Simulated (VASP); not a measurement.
# Mg (P6_3/mmc) in VASP: relaxation of cell and atoms with PBEsol

Aim: the relaxation of cell and atoms of Mg with PBEsol.

Everything below comes from runs of VASP 6.6.1. Logs are shortened: lines on timing, memory, paths and dates and some standing lists are left out, and cuts for length are marked.

## (1) The cell of the first run

Symmetry: P6_3/mmc, No. 194, hexagonal system. The conventional cell has a = 3.209 Å, b = 3.209 Å, c = 5.210 Å, α = 90.00°, β = 90.00°, γ = 120.00°. Mg (site symmetry -6m2) has 12 Mg at 3.20 to 3.21 Å within 4.2 Å.

## (2) Relaxation of cell and atoms, PBEsol

The input, INCAR:

```
  ALGO = Normal
  EDIFF = 1E-7
  EDIFFG = -0.005
  ENCUT = 600
  GGA = PS
  IBRION = 2
  ISIF = 3
  ISMEAR = 0
  LASPH = True
  LCHARG = False
  LREAL = False
  LWAVE = False
  NELM = 80
  NSW = 100
  PREC = Accurate
  SIGMA = 0.1
```

The input, KPOINTS:

```
k-points
0
Gamma
  15 15 8
```

The input, POSCAR:

```
Mg
1.0
    3.2092715325      0.0000000000      0.0000000000
   -1.6046357662      2.7793106748      0.0000000000
    0.0000000000      0.0000000000      5.2103300000
Mg
2
Direct
    0.3333333333      0.6666666667      0.2500000000
    0.6666666667      0.3333333333      0.7500000000
```

Potentials or basis: VASP PAW PBE potentials, release 64 (Mg).

The run is started by

```sh
cat potpaw_PBE.64/Mg/POTCAR > POTCAR
mpirun -np 1 vasp_std > vasp.out
```

OUTCAR:

```text
EDIFF = 1E-7
   EDIFFG = -0.005
   ENCUT = 600
   GGA = PS
   IBRION = 2
   ISIF = 3
   ISMEAR = 0
   LASPH = True
   LREAL = False
   NELM = 80
   NSW = 100
   PREC = Accurate

 ion  position               nearest neighbor table
   1  0.333  0.667  0.250-   2 3.20   2 3.20   2 3.20   2 3.20   2 3.20   2 3.20
   2  0.667  0.333  0.750-   1 3.20   1 3.20   1 3.20   1 3.20   1 3.20   1 3.20

  LATTYP: Found a hexagonal cell.
 ALAT       =     3.2092715325
 C/A-ratio  =     1.6235242008

  Lattice vectors:

 A1 = (   3.2092715325,   0.0000000000,   0.0000000000)
 A2 = (  -1.6046357662,   2.7793106748,   0.0000000000)
 A3 = (   0.0000000000,   0.0000000000,   5.2103300000)

Analysis of symmetry for initial positions (statically):
=====================================================================
 Subroutine PRICEL returns:
 Original cell was already a primitive cell.

 Routine SETGRP: Setting up the symmetry group for a
 hexagonal supercell.

 Subroutine GETGRP returns: Found 24 space group operations
 (whereof 12 operations were pure point group operations)
 out of a pool of 24 trial point group operations.

The static configuration has the point symmetry D_3d.
 The point group associated with its full space group is D_6h.

Analysis of symmetry for dynamics (positions and initial velocities):
=====================================================================
 Subroutine PRICEL returns:
 Original cell was already a primitive cell.

 Routine SETGRP: Setting up the symmetry group for a
 hexagonal supercell.

 Subroutine GETGRP returns: Found 24 space group operations
 (whereof 12 operations were pure point group operations)
 out of a pool of 24 trial point group operations.

The dynamic configuration has the point symmetry D_3d.
 The point group associated with its full space group is D_6h.

 Subroutine INISYM returns: Found 24 space group operations
 (whereof 12 operations are pure point group operations),
 and found     1 'primitive' translations

----------------------------------------------------------------------------------------

                                     Primitive cell

  volume of cell :      46.4739

  direct lattice vectors                    reciprocal lattice vectors
     3.209271532  0.000000000  0.000000000     0.311597193  0.179900723  0.000000000
    -1.604635766  2.779310675  0.000000000     0.000000000  0.359801446  0.000000000
[... 93 lines left out ...]
   POTIM  = 0.5000    time-step for ionic-motion
   TEBEG  =    0.0;   TEEND  =   0.0 temperature during run
   PSTRESS=    0.0 pullay stress
   NELECT =       4.0000    total number of electrons
   NUPDOWN=      -1.0000    fix difference up-down
   EMIN   =  10.00;   EMAX   =-10.00  energy-range for DOS
   EFERMI =   0.00;   METHOD = LEGACY
   ISMEAR =     0;   SIGMA  =   0.10  broadening in eV -4-tet -1-fermi 0-gaus
   EFERMI_NEDOS =   21; number of points for ismear=-14 and -15
   IALGO  =     38    algorithm
   IMIX   =      4    mixing-type and parameters
     AMIX     =   0.40;   BMIX     =  1.00
     AMIX_MAG =   1.60;   BMIX_MAG =  1.00
  volume/ion in A,a.u.               =      23.24       156.81
  Fermi-wavevector in a.u.,A,eV,Ry     =   0.722812  1.365916  7.108458  0.522457
  Thomas-Fermi vector in A             =   1.812869
   LORBIT       =      0    0 simple, 1 ext, 2 COOP (PROOUT), +10 PAW based schemes
   GGA     = PS    functional components
   LHFCALC =     F    Hartree Fock is set to
   AEXX    =    0.0000 exact exchange contribution
   IVDW    =     0    specifies the selected vdW correction
   LEPSILON=     F    determine dielectric tensor
   LRPA    =     F    only Hartree local field effects (RPA)
 conjugate gradient relaxation of ions
 non-spin polarized calculation
 Gauss-broadening in eV      SIGMA  =   0.10
  energy-cutoff  :      600.00
  volume of cell :       46.47
 maximum number of plane-waves:      1572
 NGX is ok and might be reduce to    28
   NGX = 13   NGY = 13   NGZ = 21

--------------------------------------- Ionic step        1  -------------------------------------------

 number of electron       4.0000000 magnetization

 Free energy of the ion-electron system (eV)
  ---------------------------------------------------
  ext. energy  EPLUGINS =         0.00000000
  ---------------------------------------------------
  free energy    TOTEN  =        -3.44320655 eV

  energy without entropy =       -3.43819826  energy(sigma->0) =       -3.44070240

------------------------ aborting loop because EDIFF is reached ----------------------------------------

  FORCE on cell =-STRESS in cart. coord.  units (eV):
  Direction    XX          YY          ZZ          XY          YZ          ZX
  --------------------------------------------------------------------------------------
  -------------------------------------------------------------------------------------
  Total       -0.2748759     -0.2748759     -0.4827393     -0.0000000      0.0000000     -0.0000000
  in kB       -9.4762918     -9.4762918    -16.6423411     -0.0000000      0.0000000     -0.0000000
  external PRESSURE =     -11.8649749 kB  Pullay stress =       0.0000000 kB
[... 167 lines left out ...]
--------------------------------------- Ionic step        6  -------------------------------------------

 number of electron       4.0000000 magnetization

 Free energy of the ion-electron system (eV)
  ---------------------------------------------------
  ext. energy  EPLUGINS =         0.00000000
  ---------------------------------------------------
  free energy    TOTEN  =        -3.45002653 eV

  energy without entropy =       -3.44525375  energy(sigma->0) =       -3.44764014

 E-fermi :   2.7034     XC(G=0):  -8.6023

 val. band max:        2.6812034794   @ k =   0.3333   0.1333   0.1250
 cond. band min:       2.7143350652   @ k =   0.2667   0.2667   0.2500
 fundamental gap:      0.0331315859
 Fermi energy:         2.7034106846

 k-point     1 :       0.0000    0.0000    0.0000
  band No.  band energies     occupation
      1      -4.3175      2.00000
      2       1.0564      2.00000
      3       1.5954      2.00000
      4      13.6148      0.00000
      5      13.6148      0.00000
      6      13.7446      0.00000
[... 199 lines left out ...]
 k-point    24 :       0.4000    0.2000    0.0000
  band No.  band energies     occupation
      1       1.0441      2.00000
      2       1.0761      2.00000
      3       4.5835      0.00000
      4       5.9456      0.00000
      5       6.3112      0.00000
      6       6.6243      0.00000

 [... further k-points ...]
[... 5 lines left out ...]
  --------------------------------------------------------------------------------------
  -------------------------------------------------------------------------------------
  Total        0.0060072      0.0060072      0.0047043      0.0000000      0.0000000      0.0000000
  in kB        0.2142551      0.2142551      0.1677850      0.0000000      0.0000000      0.0000000
  external PRESSURE =       0.1987651 kB  Pullay stress =       0.0000000 kB
[... 17 lines left out ...]
  FREE ENERGIE OF THE ION-ELECTRON SYSTEM (eV)
  ---------------------------------------------------
  free  energy   TOTEN  =        -3.4500265346 eV

  energy  without entropy=       -3.4452537491  energy(sigma->0) =       -3.44764014

 reached required accuracy - stopping structural energy minimisation
```

OSZICAR:

```text
N       E                     dE             d eps       ncg     rms          rms(c)
DAV:   1    -0.293417087920E+00   -0.29342E+00   -0.14076E+03  1620   0.527E+02
DAV:   2    -0.343553180735E+01   -0.31421E+01   -0.30077E+01  2166   0.302E+01
DAV:   3    -0.346328268650E+01   -0.27751E-01   -0.24647E-01  2376   0.343E+00
[... 32 lines left out ...]
   5 F= -.34499553E+01 E0= -.34475981E+01  d E =-.159465E-03
       N       E                     dE             d eps       ncg     rms          rms(c)
DAV:   1    -0.345003062808E+01   -0.75345E-04   -0.81834E-04  2190   0.156E-01    0.117E-02
DAV:   2    -0.345002824249E+01    0.23856E-05   -0.44468E-06  1830   0.160E-02    0.724E-03
DAV:   3    -0.345002653329E+01    0.17092E-05   -0.18934E-06  1956   0.587E-03    0.144E-04
DAV:   4    -0.345002653460E+01   -0.13055E-08   -0.26114E-08  1104   0.131E-03
   6 F= -.34500265E+01 E0= -.34476401E+01  d E =-.230716E-03
```

Wall time 73 s (1 thread of Intel Xeon Platinum 8488C (Sapphire Rapids), shared host); peak memory 0.22 GiB.

What came out:

```yaml
Free_energy: -3.4500 eV
Relaxed_volume: 22.46 Å³/atom
Relaxed_cell: a = 3.187 Å, b = 3.187 Å, c = 5.106 Å, α = 90.00°, β = 90.00°, γ = 120.00°
Space_group_after_relaxing_to_0.1_Å: P6_3/mmc (No. 194)
Energy_gained_by_relaxing: 3.4 meV/atom
Ionic_steps: 6
Pressure_after_relaxing: 0.0 GPa
Band_gap_on_the_k_mesh: zero (bands 2 and 3 overlap by 2.01 eV)
```

Step by step:
```tsv
step	energy change (eV)	largest force (eV/Å)	pressure (GPa)	volume (Å³)
1	0.0000	0.0000	-1.19	46.47
2	-0.0061	0.0000	-0.32	45.33
3	-0.0066	0.0000	0.04	44.90
4	-0.0066	0.0000	0.06	44.87
5	-0.0067	0.0000	0.04	44.89
6	-0.0068	0.0000	0.02	44.92
```

Final structure:
```
CELL_PARAMETERS angstrom
3.18741 0.00000 0.00000
-1.59370 2.76038 0.00000
0.00000 0.00000 5.10562
ATOMIC_POSITIONS crystal
Mg 0.33333 0.66667 0.25000
Mg 0.66667 0.33333 0.75000
```

Levels at points of the mesh, in eV from the Fermi level:
| k point | band 1 | band 2 | band 3 | band 4 | band 5 |
| --- | --- | --- | --- | --- | --- |
| (0.00, 0.00, 0.00) | -7.02 | -1.65 | -1.11 | 10.91 | 10.91 |
| (0.00, 0.00, 0.50) | -5.58 | -5.58 | 5.31 | 5.31 | 11.67 |

Caveat: the PAW data sets were made with another functional, which shifts forces and pressure a little.
